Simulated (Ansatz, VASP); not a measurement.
## One calculation of Sb, two programs

File INCAR:

```
PREC = Accurate ; ENCUT = 520
EDIFF = 1E-6 ; ISMEAR = -1
SIGMA = 0.08 ; LREAL = False
LASPH = True ; NELM = 80
ALGO = Normal ; ISIF = 2
LWAVE = False ; LCHARG = False
NBANDS = 12
```

File KPOINTS:

```
Automatic mesh
0
Gamma
  14 14 8
```

File POSCAR:

```
Sb
1.0
    1.6492625101     -2.8566064624      0.0000000000
    1.6492625100      2.8566064624      0.0000000000
    0.0000000000      0.0000000000      5.4548007447
Sb
2
Direct
    0.6666666670      0.3333333330      0.2500000000
    0.3333333330      0.6666666670      0.7500000000
```

Input for Ansatz:

```yaml
crystal:
  lattice:
    - [1.6492625101, -2.8566064624, 0.0]
    - [1.64926251, 2.8566064624, 0.0]
    - [0.0, 0.0, 5.4548007447]
  atoms:
    - { symbol: Sb, position: [0.666666667, 0.333333333, 0.25] }
    - { symbol: Sb, position: [0.333333333, 0.666666667, 0.75] }
kpoints:
  mp_grid: { grid: [14, 14, 8] }
scf:
  occupations: { method: fermi_dirac, width: 0.08 }
hamiltonian:
  xc: lda
  pseudopotentials: { kind: paw }
output:
  forces: true
  stress: true
  eigenvalues: true
  write_density: true
  write_potential: true
  elf: true
  volumetric_format: npy
```

Alike in both runs: task single point; functional LDA; k mesh 14 × 14 × 8; occupations fermi-dirac, width 0.08 eV; no spin polarisation.

```csv
,VASP,Ansatz
version,VASP 6.6.1,Ansatz 0.2.0
potentials or method,"VASP PAW LDA potentials, release 64 (Sb)","PAW with Ansatz's default frozen-core files, scalar-relativistic"
plane-wave cutoff (eV),520,420
valence electrons in the cell,10,30
```

```csv
,VASP,Ansatz,Ansatz less VASP
pressure (GPa),0.1,0.0,-0.11
"traceless stress, the component that is largest in VASP (GPa)",-0.27,-0.26,+0.007
```

LDA's correlation is that of Perdew and Zunger in VASP and of Perdew and Wang (1992) in Ansatz. VASP's potentials hold 10 valence electrons a cell and Ansatz's 30, so a difference there can come from the potentials and not from the codes.

Neither program's run includes spin-orbit coupling.
